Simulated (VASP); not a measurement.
# Sc (I4/mmm) in VASP: single point with PBE

Aim: the single point of Sc with PBE.

All numbers are computed with VASP 6.6.1; they aren't measurements. Logs are shortened: lines on timing, memory, paths and dates and some standing lists are left out, and cuts for length are marked.

## (1) The cell of the first run

It takes space group I4/mmm (No. 139, tetragonal). The conventional cell has a = 3.942 Å, b = 3.942 Å, c = 3.249 Å, α = 90.00°, β = 90.00°, γ = 90.00°. Sc (site symmetry 4/mmm) has 14 Sc at 3.23 to 3.94 Å within 4.2 Å.

## (2) Single point, PBE

Input file INCAR:

```
ALGO = Fast
EDIFF = 1E-6
ENCUT = 520
GGA = PE
ISIF = 2
ISMEAR = 0
LASPH = T
LCHARG = T
LELF = T
LREAL = F
LVHAR = T
LWAVE = F
NBANDS = 12
NELM = 60
PREC = Accurate
SIGMA = 0.15
```

Input file KPOINTS:

```
k-points
0
Gamma
  20 20 20
```

Input file POSCAR:

```
Sc
1.0
   -1.9712394737      1.9712394737      1.6247305309
    1.9712394737     -1.9712394737      1.6247305309
    1.9712394737      1.9712394737     -1.6247305309
Sc
1
Direct
    0.0000000000      0.0000000000      0.0000000000
```

Potentials or basis: VASP PAW PBE potentials, release 64 (Sc_sv).

Command:

```console
> cat potpaw_PBE.64/Sc_sv/POTCAR > POTCAR
> mpirun -np 1 vasp_std > vasp.out
```

OUTCAR:

```text
EDIFF = 1E-6
   ENCUT = 520
   GGA = PE
   ISIF = 2
   ISMEAR = 0
   LASPH = T
   LREAL = F
   NELM = 60
   PREC = Accurate

 ion  position               nearest neighbor table
   1  0.000  0.000  0.000-

  LATTYP: Found a body centered tetragonal cell.
 ALAT       =     3.9424789474
 C/A-ratio  =     0.8242177333

  Lattice vectors:

 A1 = (  -1.9712394737,   1.9712394737,   1.6247305309)
 A2 = (   1.9712394737,  -1.9712394737,   1.6247305309)
 A3 = (   1.9712394737,   1.9712394737,  -1.6247305309)

Analysis of symmetry for initial positions (statically):
=====================================================================
 Subroutine PRICEL returns:
 Original cell was already a primitive cell.

 Routine SETGRP: Setting up the symmetry group for a
 body centered tetragonal supercell.

 Subroutine GETGRP returns: Found 16 space group operations
 (whereof 16 operations were pure point group operations)
 out of a pool of 16 trial point group operations.

The static configuration has the point symmetry D_4h.

Analysis of symmetry for dynamics (positions and initial velocities):
=====================================================================
 Subroutine PRICEL returns:
 Original cell was already a primitive cell.

 Routine SETGRP: Setting up the symmetry group for a
 body centered tetragonal supercell.

 Subroutine GETGRP returns: Found 16 space group operations
 (whereof 16 operations were pure point group operations)
 out of a pool of 16 trial point group operations.

The dynamic configuration has the point symmetry D_4h.

 Subroutine INISYM returns: Found 16 space group operations
 (whereof 16 operations are pure point group operations),
 and found     1 'primitive' translations

----------------------------------------------------------------------------------------

                                     Primitive cell

  volume of cell :      25.2534

  direct lattice vectors                    reciprocal lattice vectors
    -1.971239474  1.971239474  1.624730531     0.000000000  0.253647518  0.307743340
     1.971239474 -1.971239474  1.624730531     0.253647518  0.000000000  0.307743340
     1.971239474  1.971239474 -1.624730531     0.253647518  0.253647518  0.000000000

  length of vectors
     3.226657624  3.226657624  3.226657624     0.398801989  0.398801989  0.358711760

  position of ions in fractional coordinates (direct lattice)
     0.000000000  0.000000000  0.000000000

  ion indices of the primitive-cell ions
   primitive index   ion index
                 1           1

----------------------------------------------------------------------------------------

 KPOINTS: k-points

Automatic generation of k-mesh.
 Grid dimensions read from file:
 generate k-points for:   20   20   20

 Generating k-lattice:

  Cartesian coordinates                     Fractional coordinates (reciprocal lattice)
     0.000000000  0.012682376  0.015387167     0.050000000  0.000000000  0.000000000
     0.012682376  0.000000000  0.015387167     0.000000000  0.050000000  0.000000000
     0.012682376  0.012682376  0.000000000     0.000000000  0.000000000  0.050000000

  Length of vectors
     0.019940099  0.019940099  0.017935588

  Shift w.r.t. Gamma in fractional coordinates (k-lattice)
     0.000000000  0.000000000  0.000000000

 Subroutine IBZKPT returns following result:
 ===========================================

 Found    641 irreducible k-points:

 Following reciprocal coordinates:
            Coordinates               Weight
  0.000000  0.000000  0.000000      1.000000
  0.050000  0.000000  0.000000      8.000000
  0.100000 -0.000000  0.000000      8.000000
  0.150000 -0.000000  0.000000      8.000000
  0.200000 -0.000000  0.000000      8.000000
  0.250000  0.000000  0.000000      8.000000
[... 16 lines left out ...]
 -0.400000  0.050000 -0.000000     16.000000
 -0.350000  0.050000  0.000000     16.000000
 [... further k-points ...]
   k-points           NKPTS =    641   k-points in BZ     NKDIM =    641   number of bands    NBANDS=     12
   number of dos      NEDOS =    301   number of ions     NIONS =      1
   total plane-waves  NPLWV =  13824
   dimension x,y,z NGX =    24 NGY =   24 NGZ =   24
   dimension x,y,z NGXF=    48 NGYF=   48 NGZF=   48
   ions per type =               1
   NGX,Y,Z   is equivalent  to a cutoff of  12.37, 12.37, 12.37 a.u.
   NGXF,Y,Z  is equivalent  to a cutoff of  24.73, 24.73, 24.73 a.u.
 SYSTEM =  unknown system
   PREC   = accura    normal or accurate (medium, high low for compatibility)
   ISTART =      0    job   : 0-new  1-cont  2-samecut
   ICHARG =      2    charge: 1-file 2-atom 10-const
   ISPIN  =      1    spin polarized calculation?
   LNONCOLLINEAR =      F non collinear calculations
   LSORBIT =      F    spin-orbit coupling
   LASPH  =      T    aspherical Exc in radial PAW
   ENCUT  =  520.0 eV  38.22 Ry    6.18 a.u.   6.00  6.00  6.00*2*pi/ulx,y,z
   NELM   =     60;   NELMIN=  2; NELMDL= -5     # of ELM steps
   EDIFF  = 0.1E-05   stopping-criterion for ELM
   LREAL  =      F    real-space projection
   EDIFFG = 0.1E-04   stopping-criterion for IOM
   NSW    =      0    number of steps for IOM
   IBRION =     -1    ionic relax: 0-MD 1-quasi-New 2-CG
   NFREE  =      0    steps in history (QN), initial steepest desc. (CG)
   ISIF   =      2    stress and relaxation
   ISYM   =      2    0-nonsym 1-usesym 2-fastsym
   POTIM  = 0.5000    time-step for ionic-motion
   TEBEG  =    0.0;   TEEND  =   0.0 temperature during run
   PSTRESS=    0.0 pullay stress
   NELECT =      11.0000    total number of electrons
   NUPDOWN=      -1.0000    fix difference up-down
   EMIN   =  10.00;   EMAX   =-10.00  energy-range for DOS
   EFERMI =   0.00;   METHOD = LEGACY
   ISMEAR =     0;   SIGMA  =   0.15  broadening in eV -4-tet -1-fermi 0-gaus
   EFERMI_NEDOS =   21; number of points for ismear=-14 and -15
   IALGO  =     68    algorithm
   IMIX   =      4    mixing-type and parameters
     AMIX     =   0.40;   BMIX     =  1.00
     AMIX_MAG =   1.60;   BMIX_MAG =  1.00
  volume/ion in A,a.u.               =      25.25       170.42
  Fermi-wavevector in a.u.,A,eV,Ry     =   1.240983  2.345117 20.953486  1.540038
  Thomas-Fermi vector in A             =   2.375400
   LORBIT       =      0    0 simple, 1 ext, 2 COOP (PROOUT), +10 PAW based schemes
   GGA     = PE    functional components
   LHFCALC =     F    Hartree Fock is set to
   AEXX    =    0.0000 exact exchange contribution
   IVDW    =     0    specifies the selected vdW correction
   LEPSILON=     F    determine dielectric tensor
   LRPA    =     F    only Hartree local field effects (RPA)
 non-spin polarized calculation
 RMM-DIIS sequential band-by-band and
 Gauss-broadening in eV      SIGMA  =   0.15
  energy-cutoff  :      520.00
  volume of cell :       25.25
 maximum number of plane-waves:       710
   NGX = 11   NGY = 11   NGZ = 11

 number of electron      10.9999996 magnetization

 Free energy of the ion-electron system (eV)
  ---------------------------------------------------
  ext. energy  EPLUGINS =         0.00000000
  ---------------------------------------------------
  free energy    TOTEN  =        -6.13186955 eV

  energy without entropy =       -6.10669953  energy(sigma->0) =       -6.11928454

 E-fermi :   3.6296     XC(G=0):  -9.7775

 val. band max:        3.6278953379   @ k =  -0.0500   0.5000   0.0500
 cond. band min:       3.6317756104   @ k =  -0.3500   0.4000   0.0500
 fundamental gap:      0.0038802726
 Fermi energy:         3.6295614684

 k-point     1 :       0.0000    0.0000    0.0000
  band No.  band energies     occupation
      1     -45.9582      2.00000
      2     -24.3990      2.00000
      3     -24.3990      2.00000
      4     -24.3381      2.00000
      5      -1.5325      2.00000
      6       4.3887      0.00000
      7       5.5699      0.00000
      8       5.6537      0.00000
      9       5.6537      0.00000
     10       6.9575      0.00000
     11      16.5535      0.00000
     12      16.5535      0.00000

 k-point     2 :       0.0500    0.0000    0.0000
  band No.  band energies     occupation
      1     -45.9565      2.00000
      2     -24.4030      2.00000
      3     -24.4018      2.00000
      4     -24.3453      2.00000
      5      -1.4606      2.00000
      6       4.4071      0.00000
      7       5.5684      0.00000
      8       5.6350      0.00000
      9       5.6442      0.00000
     10       6.9232      0.00000
     11      16.5769      0.00000
     12      16.6219      0.00000

 k-point     3 :       0.1000   -0.0000    0.0000
  band No.  band energies     occupation
      1     -45.9517      2.00000
      2     -24.4181      2.00000
      3     -24.4101      2.00000
      4     -24.3625      2.00000
      5      -1.2480      2.00000
      6       4.4436      0.00000
      7       5.4481      0.00000
      8       5.6047      0.00000
      9       5.7318      0.00000
     10       6.8348      0.00000
     11      16.6097      0.00000
     12      16.8078      0.00000
[... 286 lines left out ...]
 k-point    23 :      -0.4000    0.0500   -0.0000
  band No.  band energies     occupation
      1     -45.9014      2.00000
      2     -24.6877      2.00000
      3     -24.4997      2.00000
      4     -24.4192      2.00000
      5       1.4695      2.00000
      6       3.7747      0.17118
      7       4.2756      0.00000
      8       6.4171      0.00000
      9       6.9156      0.00000
     10       7.1771      0.00000
     11      12.3569      0.00000
     12      14.2050      0.00000

 k-point    24 :      -0.3500    0.0500    0.0000
  band No.  band energies     occupation
      1     -45.9101      2.00000
      2     -24.6400      2.00000
      3     -24.4848      2.00000
      4     -24.4115      2.00000
      5       0.9501      2.00000
      6       3.9253      0.00529
      7       4.3542      0.00000
      8       6.4784      0.00000
      9       6.5891      0.00000
     10       6.8359      0.00000
     11      13.4151      0.00000
     12      14.7016      0.00000

 [... further k-points ...]
[... 5 lines left out ...]
  --------------------------------------------------------------------------------------
  -------------------------------------------------------------------------------------
  Total       -0.3432344     -0.3432344      0.3627814      0.0000000      0.0000000     -0.0000000
  in kB      -21.7761604    -21.7761604     23.0162992      0.0000000      0.0000000     -0.0000000
  external PRESSURE =      -6.8453406 kB  Pullay stress =       0.0000000 kB

 VOLUME and BASIS-vectors are now :
 -----------------------------------------------------------------------------
  energy-cutoff  :      520.00
  volume of cell :       25.25
      direct lattice vectors                 reciprocal lattice vectors
    -1.971239474  1.971239474  1.624730531     0.000000000  0.253647518  0.307743340
     1.971239474 -1.971239474  1.624730531     0.253647518  0.000000000  0.307743340
     1.971239474  1.971239474 -1.624730531     0.253647518  0.253647518  0.000000000

 POSITION                                       TOTAL-FORCE (eV/Angst)
 -----------------------------------------------------------------------------------
      0.00000      0.00000      0.00000         0.000000     -0.000000      0.000000
 -----------------------------------------------------------------------------------
    total drift:                                0.000000      0.000000     -0.000000

  FREE ENERGIE OF THE ION-ELECTRON SYSTEM (eV)
  ---------------------------------------------------
  free  energy   TOTEN  =        -6.1318695516 eV

  energy  without entropy=       -6.1066995344  energy(sigma->0) =       -6.11928454
```

Run time: 51 s. Hardware: 1 thread of Intel Xeon 6975P-C (Granite Rapids), shared host; peak memory 0.29 GiB.

Results:

| Quantity | Value |
| --- | --- |
| Free energy | -6.1319 eV |
| Pressure | -0.7 GPa |

Levels at points of the mesh, in eV from the Fermi level:
```csv
k point,band 2,band 3,band 4,band 5,band 6,band 7,band 8,band 9
"(0.00, 0.00, 0.00)",-28.03,-28.03,-27.97,-5.16,0.76,1.94,2.02,2.02
"(0.50, 0.00, 0.00)",-28.38,-28.14,-28.06,-1.62,-0.05,0.88,2.70,3.80
"(0.50, 0.50, 0.00)",-28.38,-28.04,-28.01,-1.89,-0.16,1.37,1.86,2.76
"(0.50, 0.50, 0.50)",-28.31,-28.31,-28.13,-1.31,-0.98,3.77,3.77,3.97
```
